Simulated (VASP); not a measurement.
# MnB6 (Cmmm) in VASP: vibrations by perturbation theory with PBE

Aim: the vibrations by perturbation theory of MnB6 with PBE.

All numbers are computed with VASP 6.6.1; they aren't measurements. Logs are shortened: lines on timing, memory, paths and dates and some standing lists are left out, and cuts for length are marked.

## (1) The cell of the first run

It takes space group Cmmm (No. 65, orthorhombic). Conventional cell: a = 5.082 Å, b = 5.846 Å, c = 3.620 Å, α = 90.00°, β = 90.00°, γ = 90.00°. Mn (site symmetry mmm) has 12 B at 2.07 to 2.14 Å within 2.7 Å. Within 2.3 Å of B (site symmetry 2) lie 4 B at 1.73 to 1.84 Å and 2 Mn at 2.14 Å. Within 2.3 Å of B (site symmetry 2mm) lie 5 B at 1.73 to 2.02 Å and 2 Mn at 2.07 Å.

## (2) Vibrations by perturbation theory, PBE

INCAR reads:

```
SYSTEM = MnB6
PREC = Accurate
ENCUT = 520
EDIFF = 1E-8
ISMEAR = 0
SIGMA = 0.1
LREAL = .FALSE.
LASPH = .TRUE.
NELM = 60
ALGO = Normal
ISIF = 2
LWAVE = .FALSE.
LCHARG = .FALSE.
GGA = PE
IBRION = 8
NSW = 1
KPAR = 4
```

KPOINTS reads:

```
regular mesh
0
G
  8 8 8
  0 0 0
```

POSCAR reads:

```
MnB6
1.0
    2.5411771374     -2.9228505010      0.0000000000
    2.5411771374      2.9228505010      0.0000000000
    0.0000000000      0.0000000000      3.6201520756
Mn B
1 6
Direct
    0.0000000000      0.0000000000      0.0000000000
    0.5000000000      0.0000000000      0.2538647054
    0.0000000000      0.5000000000      0.7461352946
    0.5000000000      0.0000000000      0.7461352946
    0.0000000000      0.5000000000      0.2538647054
    0.8015395807      0.8015395807      0.5000000000
    0.1984604193      0.1984604193      0.5000000000
```

Potentials or basis: VASP PAW PBE potentials, release 64 (Mn_pv, B).

The run is started by

```bash
$ cat potpaw_PBE.64/Mn_pv/POTCAR potpaw_PBE.64/B/POTCAR > POTCAR
$ mpirun -np 4 vasp_std > vasp.out
```

OUTCAR:

```text
SYSTEM = MnB6
   PREC = Accurate
   ENCUT = 520
   EDIFF = 1E-8
   ISMEAR = 0
   LREAL = .FALSE.
   LASPH = .TRUE.
   NELM = 60
   ISIF = 2
   GGA = PE
   IBRION = 8
   NSW = 1

 ion  position               nearest neighbor table
   1  0.000  0.000  0.000-   6 2.07   7 2.07   6 2.07   7 2.07   2 2.14   3 2.14   4 2.14   5 2.14
                             3 2.14   5 2.14   2 2.14   4 2.14
   2  0.500  0.000  0.254-   6 1.73   7 1.73   4 1.78   4 1.84   1 2.14   1 2.14
   3  0.000  0.500  0.746-   6 1.73   7 1.73   5 1.78   5 1.84   1 2.14   1 2.14
   4  0.500  0.000  0.746-   6 1.73   7 1.73   2 1.78   2 1.84   1 2.14   1 2.14
   5  0.000  0.500  0.254-   6 1.73   7 1.73   3 1.78   3 1.84   1 2.14   1 2.14
   6  0.802  0.802  0.500-   2 1.73   3 1.73   4 1.73   5 1.73   7 2.02   1 2.07   1 2.07
   7  0.198  0.198  0.500-   2 1.73   3 1.73   4 1.73   5 1.73   6 2.02   1 2.07   1 2.07

  LATTYP: Found a base centered orthorhombic cell.
 ALAT       =     5.0823542748
 B/A-ratio  =     1.1501954972
 C/A-ratio  =     0.7122982539

  Lattice vectors:

 A1 = (   2.5411771374,  -2.9228505010,   0.0000000000)
 A2 = (   2.5411771374,   2.9228505010,   0.0000000000)
 A3 = (   0.0000000000,   0.0000000000,   3.6201520756)

Analysis of symmetry for initial positions (statically):
=====================================================================
 Subroutine PRICEL returns:
 Original cell was already a primitive cell.

 Routine SETGRP: Setting up the symmetry group for a
 base centered orthorhombic supercell.

 Subroutine GETGRP returns: Found  8 space group operations
 (whereof  8 operations were pure point group operations)
 out of a pool of  8 trial point group operations.

The static configuration has the point symmetry D_2h.

Analysis of symmetry for dynamics (positions and initial velocities):
[... 740 lines left out ...]
  FREE ENERGIE OF THE ION-ELECTRON SYSTEM (eV)
  ---------------------------------------------------
  free  energy   TOTEN  =       -49.3879654378 eV

  energy  without entropy=      -49.3818086501  energy(sigma->0) =      -49.38488704

[... ionic steps 2 to 18 ...]

--------------------------------------- Ionic step       19  -------------------------------------------

------------------------ aborting loop because EDIFF is reached ----------------------------------------

--------------------------------------- Ionic step       20  -------------------------------------------

------------------------ aborting loop because EDIFF is reached ----------------------------------------

--------------------------------------- Ionic step       21  -------------------------------------------

 Free energy of the ion-electron system (eV)
  ---------------------------------------------------
  ---------------------------------------------------
  free energy    TOTEN  =        -0.04858997 eV

  energy without entropy =       -0.04858997

------------------------ aborting loop because EDIFF is reached ----------------------------------------

 INTERNAL STRAIN TENSOR  FOR ION    6  DIRECTION 3   (eV/Angst):
 -----------------------------------------------------------------------------
     0.01650  0.00000  8.50199
     0.00000  0.00046  0.00000
     8.41494  0.00000 -0.00523

 INTERNAL STRAIN TENSOR FOR ION    7 for displacements in x,y,z  (eV/Angst):
          X           Y           Z          XY          YZ          ZX
  --------------------------------------------------------------------------------
  x    -8.34417     2.49510    -2.89629     0.00000     0.00000     0.00000
  y     0.00000     0.00000    -0.00000     3.31062     0.00000     0.00000
  z     0.00000     0.00000     0.00000     0.00000     0.00000    -8.50199

 SECOND DERIVATIVES (NOT SYMMETRIZED)
 ------------------------------------
               1X          1Y          1Z          2X          2Y          2Z          3X          3Y          3Z          4X          4Y          4Z          5X          5Y          5Z          6X          6Y          6Z          7X          7Y          7Z
  1X   -15.449178    0.000000    0.000000    2.263701   -1.771906    0.000000    2.263701    1.771906    0.000000    2.263701   -1.771906    0.000000    2.263701    1.771906    0.000000    3.197187    0.000000    0.000000    3.197187    0.000000    0.000000
  1Y     0.000000  -15.028503    0.000000   -1.082779    3.084162    0.000000    1.082779    3.084162    0.000000   -1.082779    3.084162    0.000000    1.082779    3.084162    0.000000    0.000000    1.345928    0.000000    0.000000    1.345928    0.000000
  1Z     0.000000    0.000000  -35.074599    0.000000   -0.000000    3.672862    0.000000    0.000000    3.672862    0.000000    0.000000    3.672862    0.000000    0.000000    3.672862    0.000000    0.000000   10.191575    0.000000    0.000000   10.191575
  2X     2.256439   -1.081390    0.000000   -5.028766    5.809339    0.000000    2.129597   -0.382687    0.000000   -0.131555   -1.095767    0.000000   -1.416410    0.643724    0.000000    1.095348   -1.946610    0.585071    1.095348   -1.946610   -0.585071
  2Y    -1.768188    3.105531    0.000000    5.806758  -20.434523    0.000000    0.379728   -0.054598    0.000000   -1.095999    1.348577    0.000000   -0.645378    2.224807    0.000000   -1.338460    6.905103   -2.819871   -1.338460    6.905103    2.819871
  2Z     0.000000    0.000000    3.687864    0.000000    0.000000  -20.334831    0.000000    0.000000    2.077021    0.000000    0.000000   10.329428    0.000000    0.000000   -1.816103    0.732624   -2.246855    3.028311   -0.732624    2.246855    3.028311
  3X     2.256439    1.081390    0.000000    2.129597    0.382687    0.000000   -5.028766   -5.809339    0.000000   -1.416410   -0.643724    0.000000   -0.131555    1.095767    0.000000    1.095348    1.946610   -0.585071    1.095348    1.946610    0.585071
  3Y     1.768188    3.105531    0.000000   -0.379728   -0.054598    0.000000   -5.806758  -20.434523    0.000000    0.645378    2.224807    0.000000    1.095999    1.348577    0.000000    1.338460    6.905103   -2.819871    1.338460    6.905103    2.819871
  3Z     0.000000    0.000000    3.687864    0.000000    0.000000    2.077021    0.000000    0.000000  -20.334831    0.000000    0.000000   -1.816103    0.000000    0.000000   10.329428   -0.732624   -2.246855    3.028311    0.732624    2.246855    3.028311
  4X     2.256439   -1.081390    0.000000   -0.131555   -1.095767    0.000000   -1.416410    0.643724    0.000000   -5.028766    5.809339    0.000000    2.129597   -0.382687    0.000000    1.095348   -1.946610   -0.585071    1.095348   -1.946610    0.585071
  4Y    -1.768188    3.105531    0.000000   -1.095999    1.348577    0.000000   -0.645378    2.224807    0.000000    5.806758  -20.434523    0.000000    0.379728   -0.054598    0.000000   -1.338460    6.905103    2.819871   -1.338460    6.905103   -2.819871
  4Z     0.000000    0.000000    3.687864    0.000000    0.000000   10.329428    0.000000    0.000000   -1.816103    0.000000    0.000000  -20.334831    0.000000    0.000000    2.077021   -0.732624    2.246855    3.028311    0.732624   -2.246855    3.028311
  5X     2.256439    1.081390    0.000000   -1.416410   -0.643724    0.000000   -0.131555    1.095767    0.000000    2.129597    0.382687    0.000000   -5.028766   -5.809339    0.000000    1.095348    1.946610    0.585071    1.095348    1.946610   -0.585071
  5Y     1.768188    3.105531    0.000000    0.645378    2.224807    0.000000    1.095999    1.348577    0.000000   -0.379728   -0.054598    0.000000   -5.806758  -20.434523    0.000000    1.338460    6.905103    2.819871    1.338460    6.905103   -2.819871
  5Z     0.000000    0.000000    3.687864    0.000000    0.000000   -1.816103    0.000000    0.000000   10.329428    0.000000    0.000000    2.077021    0.000000    0.000000  -20.334831    0.732624    2.246855    3.028311   -0.732624   -2.246855    3.028311
  6X     3.197943    0.000000    0.000000    1.094212   -1.338671    0.732099    1.094212    1.338671   -0.732099    1.094212   -1.338671   -0.732099    1.094212    1.338671    0.732099   -8.851137    0.000000    0.000000    1.276345    0.000000    0.000000
  6Y    -0.000000    1.365600    0.000000   -1.948011    6.905692   -2.245464    1.948011    6.905692   -2.245464   -1.948011    6.905692    2.245464    1.948011    6.905692    2.245464    0.000000  -30.733758    0.000000    0.000000    1.745388    0.000000
  6Z     0.000000    0.000000   10.202279    0.584855   -2.820259    3.029302   -0.584855   -2.820259    3.029302   -0.584855    2.820259    3.029302    0.584855    2.820259    3.029302    0.000000    0.000000  -23.257543    0.000000    0.000000    0.938055
  7X     3.197943    0.000000    0.000000    1.094212   -1.338671   -0.732099    1.094212    1.338671    0.732099    1.094212   -1.338671    0.732099    1.094212    1.338671   -0.732099    1.276345    0.000000    0.000000   -8.851137    0.000000    0.000000
  7Y    -0.000000    1.365600    0.000000   -1.948011    6.905692    2.245464    1.948011    6.905692    2.245464   -1.948011    6.905692   -2.245464    1.948011    6.905692   -2.245464    0.000000    1.745388    0.000000    0.000000  -30.733758    0.000000
  7Z     0.000000    0.000000   10.202279   -0.584855    2.820259    3.029302    0.584855    2.820259    3.029302    0.584855   -2.820259    3.029302   -0.584855   -2.820259    3.029302    0.000000    0.000000    0.938055    0.000000    0.000000  -23.257543

 Eigenvectors and eigenvalues of the dynamical matrix
 ----------------------------------------------------

   1 f  =   31.833695 THz   200.017003 2PiTHz 1061.857760 cm-1   131.653524 meV
             X         Y         Z           dx          dy          dz
      0.000000  0.000000  0.000000    -0.000000    0.026782   -0.000000
      1.270589 -1.461425  0.919029     0.093474   -0.293453    0.000000
      1.270589  1.461425  2.701123    -0.093474   -0.293453   -0.000000
      1.270589 -1.461425  2.701123     0.093474   -0.293453   -0.000000
      1.270589  1.461425  0.919029    -0.093474   -0.293453    0.000000
      4.073708  0.000000  1.810076     0.000000    0.556720   -0.000000
      1.008646  0.000000  1.810076     0.000000    0.556720    0.000000
[... 191 lines left out ...]
  21 f/i=    6.060745 THz    38.080784 2PiTHz  202.164695 cm-1    25.065216 meV
             X         Y         Z           dx          dy          dz
      0.000000  0.000000  0.000000    -0.000000    0.000000   -0.000000
      1.270589 -1.461425  0.919029    -0.468117   -0.175688   -0.000000
      1.270589  1.461425  2.701123    -0.468117    0.175688   -0.000000
      1.270589 -1.461425  2.701123     0.468117    0.175688   -0.000000
      1.270589  1.461425  0.919029     0.468117   -0.175688   -0.000000
      4.073708  0.000000  1.810076    -0.000000    0.000000   -0.000000
      1.008646  0.000000  1.810076    -0.000000    0.000000   -0.000000

--------------------------------------------------------------------------------------------------------

 ELASTIC MODULI CONTR FROM IONIC RELAXATION (kBar)
 Direction    XX          YY          ZZ          XY          YZ          ZX
 --------------------------------------------------------------------------------
 XX        -411.2133    129.3761   -129.8423     -0.0000     -0.0000      0.0000
 YY         129.3761    -66.8203    -11.6391     -0.0000      0.0000     -0.0000
 ZZ        -129.8423    -11.6391   -146.4979     -0.0000     -0.0000     -0.0000
 XY          -0.0000     -0.0000     -0.0000    -21.0802     -0.0000     -0.0000
 YZ          -0.0000      0.0000     -0.0000     -0.0000   -227.3417      0.0000
 ZX           0.0000     -0.0000     -0.0000     -0.0000      0.0000   -219.0053
 --------------------------------------------------------------------------------
```

Run time: 14 min. Hardware: 4 MPI ranks of Oxide Virtual Turin-like, shared host; peak memory 0.6 GiB.

Results:

* Highest phonon frequency at Γ: 1062 cm⁻¹
* Most unstable mode: 202i cm⁻¹

Phonon frequencies in cm⁻¹ (negative: imaginary):
| q point | frequencies |
| --- | --- |
| (0.000, 0.000, 0.000) | -202 -1 0 0 309 343 392 402 447 500 508 535 654 752 755 772 833 915 935 959 1062 |

Caveat: some modes are imaginary; the run has no spin polarisation, though such a crystal can be magnetic.
